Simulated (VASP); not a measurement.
Set up this calculation in VASP 6.6.1, as the native input.

```yaml
Task: single point
Functional: PBE
Potentials_or_basis: VASP PAW PBE potentials, release 64 (Au)
Cutoff: 520 eV
k_mesh: 13 × 13 × 13
Occupations: fermi-dirac, width 0.1 eV
Spin: no spin polarisation
Dipole_correction: no
Further_INCAR_settings: ALGO = Normal; EDIFF = 1e-06; NBANDS = 12
```

The structure of Au lies in POSCAR:

```
Au
1.0
    0.0000000000      2.0782552709      2.0782552709
    2.0782552709      0.0000000000      2.0782552709
    2.0782552709      2.0782552709      0.0000000000
Au
1
Direct
    0.0000000000      0.0000000000      0.0000000000
```

One way to write it, as run:

INCAR

```
SYSTEM = Au
ALGO     = Normal         ! electronic algorithm
EDIFF    = 1E-6           ! SCF threshold, eV
ENCUT    = 520            ! plane-wave cutoff, eV
GGA      = PE             ! functional
ISIF     = 2              ! what is computed and relaxed
ISMEAR   = -1             ! smearing method
LASPH    = .True.         ! aspherical terms in the spheres
LCHARG   = .False.        ! write CHGCAR
LREAL    = .False.        ! projectors in reciprocal space
LWAVE    = .False.        ! write WAVECAR
NBANDS   = 12             ! bands
NELM     = 100            ! most SCF steps
PREC     = Accurate       ! precision mode
SIGMA    = 0.1            ! smearing width, eV
```

KPOINTS

```
k-points
0
Gamma
  13 13 13
  0 0 0
```

Potentials or basis: VASP PAW PBE potentials, release 64 (Au).

Launch:

```bash
$ cat potpaw_PBE.64/Au/POTCAR > POTCAR
$ mpirun -np 1 vasp_std > vasp.out
```

Results of the run:

```
Pressure : -0.2 GPa
```

Run time: 34 s on 1 thread of AMD EPYC 7571, with other jobs on the host, peak memory 0.12 GiB.
